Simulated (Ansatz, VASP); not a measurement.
## GaN in VASP and in Ansatz

```
Ga N
1.0
    -0.03005    2.23848    2.23848
     2.23848   -0.03005    2.23848
     2.23848    2.23848   -0.03005
Ga N
1 1
Direct
  0.00000 0.00000 0.00000
  0.75000 0.75000 0.75000
```

Alike in both runs: task single point; functional PBE; k mesh 8 × 8 × 8; occupations gaussian, width 0.02 eV; no spin polarisation.

|  | VASP | Ansatz |
| --- | --- | --- |
| version | VASP 6.6.1 | Ansatz 0.2.0 |
| potentials or method | VASP PAW PBE potentials, release 64 (Ga_d, N), cutoff 520 eV | plane waves, PAW |
| valence electrons in the cell | 18 | 18 |

|  | VASP | Ansatz | Ansatz less VASP |
| --- | --- | --- | --- |
| pressure (GPa) | 5.2 | 5.1 | -0.08 |
| traceless stress, the component that is largest in VASP (GPa) | 2.61 | 2.63 | +0.011 |
